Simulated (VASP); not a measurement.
**PtSe2: single point with PBEsol**

Crystal: PtSe2.

```xyz
3
Lattice="3.7594 0.0000 0.0000 -1.8797 3.2557 0.0000 0.1947 0.0000 4.8686" Properties=species:S:1:pos:R:3 pbc="T T T"
Pt    0.0000    0.0000    0.0000
Se    2.0676    1.0849    3.6017
Se    0.0068    2.1708    1.2669
```

This cell differs from its parent crystal: shear of c along a, cell held: +4.0 %, then relaxed in part.

```json
{
  "Program": "VASP 6.6.1",
  "Task": "single point",
  "Functional": "PBEsol",
  "Potentials or basis": "VASP PAW PBE potentials, release 64 (Pt, Se)",
  "Cutoff": "520 eV",
  "k mesh": "18 × 18 × 12",
  "Occupations": "gaussian, width 0.1 eV",
  "Spin": "no spin polarisation",
  "Dipole correction": "no",
  "Further INCAR settings": "ALGO = Fast; EDIFF = 1e-06; NBANDS = 18"
}
```

```yaml
Pressure: 0.4 GPa
Largest_force: 0.016 eV/Å
Band_gap_on_the_k_mesh: zero (bands 11 and 12 overlap by 0.89 eV)
```

Forces in eV/Å, atoms in the order of the input:
```
Pt   0.000  0.000  0.000
Se  -0.001  0.002 -0.016
Se   0.001 -0.002  0.016
```

Stress tensor (GPa, compression positive):
```
 0.44  0.83 -1.45
 0.83  0.26 -0.13
-1.45 -0.13  0.41
```

Levels at points of the mesh, in eV from the Fermi level:
| k point | band 8 | band 9 | band 10 | band 11 | band 12 | band 13 | band 14 | band 15 |
| --- | --- | --- | --- | --- | --- | --- | --- | --- |
| (0.00, 0.00, 0.00) | -2.49 | -1.15 | -0.94 | 0.74 | 1.10 | 1.33 | 3.27 | 4.05 |
| (0.50, 0.00, 0.00) | -3.62 | -3.39 | -3.33 | -2.98 | 0.50 | 2.43 | 4.89 | 5.99 |
| (0.50, 0.50, 0.00) | -3.63 | -3.39 | -3.31 | -2.90 | 0.58 | 2.53 | 4.88 | 5.87 |
| (0.00, 0.50, 0.00) | -3.59 | -3.39 | -3.32 | -2.92 | 0.54 | 2.45 | 4.90 | 5.84 |
| (0.00, 0.00, 0.50) | -2.96 | -1.78 | -1.68 | -1.50 | 2.18 | 2.48 | 4.80 | 6.41 |
| (0.50, 0.00, 0.50) | -3.41 | -3.12 | -2.74 | -1.18 | 0.77 | 1.57 | 4.60 | 4.81 |
| (0.50, 0.50, 0.50) | -3.39 | -3.14 | -2.72 | -1.15 | 0.70 | 1.36 | 4.83 | 4.95 |
| (0.00, 0.50, 0.50) | -3.40 | -3.14 | -2.76 | -1.11 | 0.76 | 1.47 | 4.76 | 4.80 |

It took 34 min on 1 thread of Oxide Virtual Turin-like Processor (shared host), peak memory 1.9 GiB.

Caveat: the cell differs from its parent crystal (shear of c along a, cell held: +4.0 %, then relaxed in part); the PAW data sets were made with another functional, which shifts forces and pressure a little; spin-orbit coupling is left out, which moves the levels of the heavy elements.
